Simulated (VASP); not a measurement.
Input of a VASP 6.6.1 run:

INCAR

```
SYSTEM = Ir
PREC = Accurate
ENCUT = 520
EDIFF = 1E-7
ISMEAR = -1
SIGMA = 0.1
LREAL = .FALSE.
LASPH = .TRUE.
NELM = 80
ALGO = Normal
ISIF = 2
LWAVE = .FALSE.
LCHARG = .TRUE.
GGA = B5
ALDAX = 1.0
AGGAX = 1.0
AGGAC = 1.0
ALDAC = 0.0
LELF = .TRUE.
LVHAR = .TRUE.
NBANDS = 16
```

File KPOINTS:

```
regular mesh
0
G
  15 15 8
  0 0 0
```

POSCAR

```
Ir
1.0
    2.9041451532      0.0000000000      0.0000000000
   -1.4520725766      2.5150634789      0.0000000000
    0.0000000000      0.0000000000      4.7039351974
Ir
2
Direct
    0.3333333333      0.6666666667      0.2500000000
    0.6666666667      0.3333333333      0.7500000000
```

Potentials or basis: VASP PAW PBE potentials, release 64 (Ir).

Launch:

```sh
$ cat potpaw_PBE.64/Ir/POTCAR > POTCAR
$ mpirun -np 1 vasp_std > vasp.out
```

Task: What does it give for the band gap on the k mesh?

Result: Zero (band 9 reaches 8.64 eV, above the bottom of band 10 at 6.38 eV).

Task: Predict the pressure.

Result: -22.8 GPa.

Stress tensor (GPa, compression positive):
```
-22.52   0.00   0.00
  0.00 -22.52   0.00
  0.00   0.00 -23.33
```

Caveat: the PAW data sets were made with another functional, which shifts forces and pressure a little; spin-orbit coupling is left out, which moves the levels of the heavy elements.
